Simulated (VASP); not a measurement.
# Cd: electric field gradients with PBE

Cd:

```xyz
2
Lattice="2.9789 0.0000 0.0000 -1.4894 2.5798 0.0000 0.0000 0.0000 5.4491" Properties=species:S:1:pos:R:3 pbc="T T T"
Cd    0.0000    1.7199    1.3623
Cd    1.4894    0.8599    4.0868
```

This cell differs from its parent crystal: zz strain of -3 %.

- Program: VASP 6.6.1
- Task: electric field gradients
- Functional: PBE
- Potentials or basis: VASP PAW PBE potentials, release 64 (Cd)
- Cutoff: 520 eV
- k mesh: 14 × 14 × 7
- Occupations: fermi-dirac, width 0.05 eV
- Spin: no spin polarisation
- Dipole correction: no
- Further INCAR settings: ALGO = Normal; EDIFF = 1e-08; NBANDS = 19

```json
{
 "Pressure": "4.9 GPa",
 "Band gap on the k mesh": "zero (bands 12 and 13 overlap by 3.84 eV)",
 "Largest electric field gradient by atom": "Cd +67.9 V/Å²"
}
```

Stress tensor (GPa, compression positive):
```
5.31 0.00 0.00
0.00 5.31 0.00
0.00 0.00 3.94
```

Levels at points of the mesh, in eV from the Fermi level:
```tsv
k point	band 9	band 10	band 11	band 12	band 13	band 14	band 15	band 16
(0.00, 0.00, 0.00)	-8.88	-8.57	-8.57	-3.12	-2.72	11.52	14.26	14.65
(0.50, 0.00, 0.00)	-8.33	-8.30	-2.57	-2.05	2.16	3.02	3.43	5.34
```

Electric field gradients, principal values (V/Å²):
```tsv
atom	least	middle	greatest (by size)
1 Cd	-33.948	-33.951	67.899
2 Cd	-33.948	-33.951	67.899
```

Wall time 36 s on 1 thread of AMD EPYC 9R45 96-Core Processor (Zen 5) (shared host), peak memory 0.17 GiB.

Caveat: the cell differs from its parent crystal (zz strain of -3 %); the cell stands under pressure; without QUAD_EFG the Cq values of the log hold for a quadrupole moment of 1 mb, not for the nuclei.
